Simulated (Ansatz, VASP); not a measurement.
# Two plane-wave programs on BaTiO3

The input POSCAR:

```
BaTiO3
1.0
    3.9465045600      0.0000000000      0.0000000000
    0.0000000000      3.9465045600      0.0000000000
    0.0000000000      0.0000000000      7.9289241000
Ba Ti O
2 2 6
Direct
    0.0000000000      0.0000000000      0.0000000000
    0.0000000000      0.0000000000      0.5000000000
    0.5000000000      0.5000000000      0.2500000000
    0.5000000000      0.5000000000      0.7500000000
    0.5000000000      0.5000000000      0.0000000000
    0.5000000000      0.5000000000      0.5000000000
    0.5000000000      0.0000000000      0.2500000000
    0.5000000000      0.0000000000      0.7500000000
    0.0000000000      0.5000000000      0.2500000000
    0.0000000000      0.5000000000      0.7500000000
```

Contents of INCAR.step1:

```
ALGO = Normal
EDIFF = 1E-4
ENCUT = 520
GGA = PE
ISMEAR = -1
ISPIN = 2
LASPH = T
LCHARG = F
LMAXMIX = 4
LREAL = F
LWAVE = T
MAGMOM = 0 0 0 0 0 0 0 0 0 0
NBANDS = 55
NELM = 150
PREC = Accurate
SIGMA = 0.1
```

The input INCAR.step2:

```
ALGO = Normal
EDIFF = 1E-6
ENCUT = 520
ISIF = 2
ISMEAR = -1
ISPIN = 2
ISTART = 1
LASPH = T
LCHARG = T
LELF = T
LMAXMIX = 4
LMIXTAU = T
LORBIT = 11
LREAL = F
LVHAR = T
LWAVE = F
MAGMOM = 0 0 0 0 0 0 0 0 0 0
METAGGA = R2SCAN
NBANDS = 55
NELM = 150
PREC = Accurate
SIGMA = 0.1
```

KPOINTS

```
k-points
0
Gamma
  6 6 3
```

Input for Ansatz:

```yaml
crystal:
  lattice:
    - [3.94650456, 0.0, 0.0]
    - [0.0, 3.94650456, 0.0]
    - [0.0, 0.0, 7.9289241]
  atoms:
    - { symbol: Ba, position: [0.0, 0.0, 0.0] }
    - { symbol: Ba, position: [0.0, 0.0, 0.5] }
    - { symbol: Ti, position: [0.5, 0.5, 0.25] }
    - { symbol: Ti, position: [0.5, 0.5, 0.75] }
    - { symbol: O, position: [0.5, 0.5, 0.0] }
    - { symbol: O, position: [0.5, 0.5, 0.5] }
    - { symbol: O, position: [0.5, 0.0, 0.25] }
    - { symbol: O, position: [0.5, 0.0, 0.75] }
    - { symbol: O, position: [0.0, 0.5, 0.25] }
    - { symbol: O, position: [0.0, 0.5, 0.75] }
kpoints:
  mp_grid: { grid: [6, 6, 3], shift: [0, 0, 0] }
  band_path:
    path:
      - [0.0, 0.0, 0.0]
      - [0.0, 0.5, 0.0]
      - [0.5, 0.5, 0.0]
      - [0.0, 0.0, 0.0]
      - [0.0, 0.0, 1.0]
      - [0.0, 0.5, 1.0]
      - [0.5, 0.5, 1.0]
      - [0.0, 0.0, 1.0]
      - [0.0, 0.5, 0.0]
      - [0.0, 0.5, 1.0]
      - [0.5, 0.5, 0.0]
    npoints: 6
magnetization:
  spin_polarized: true
scf:
  occupations: { method: fermi_dirac }
  lower_state_search: "off"
  max_iter: 200
hamiltonian:
  pseudopotentials: { kind: paw }
  xc: r2scan
basis:
  ecutwfc: 500
  fft_grid_basis: typed
output:
  forces: true
  stress: true
  eigenvalues: true
  bader: true
  populations: true
  elf: true
  write_potential: true
  volumetric_format: npy
  dos:
    e_range: [-12, 8]
    de: 0.05
    projected: { site_lists: { Ba: [Ba], O: [O], Ti: [Ti] } }
  write_density: true
checkpoint:
  read: saved_state
```

Alike in both runs: task single point; functional r2SCAN; k mesh 6 × 6 × 3; collinear spin.

```csv
,VASP,Ansatz
version,VASP 6.6.1,Ansatz 0.2.0
potentials or method,"VASP PAW PBE potentials, release 64 (Ba_sv, Ti_sv, O), cutoff 520 eV",PAW plane waves
occupations,"fermi-dirac, width 0.1 eV",fermi-dirac
valence electrons in the cell,80,80
```

Ansatz gave:

| Item | Value |
| --- | --- |
| pressure (GPa) | 6.1 |
| traceless stress, the component that is largest in VASP (GPa) | -0.70 |
| net moment per atom (μB) | 0.00 |

Estimate VASP's values.

pressure (GPa): 8.4; traceless stress, the component that is largest in VASP (GPa): -0.73; net moment per atom (μB): 0.00.

VASP's potentials were made for PBE, not for r2SCAN. Ansatz's warnings: no starting moments.

Spin-orbit coupling is off throughout.
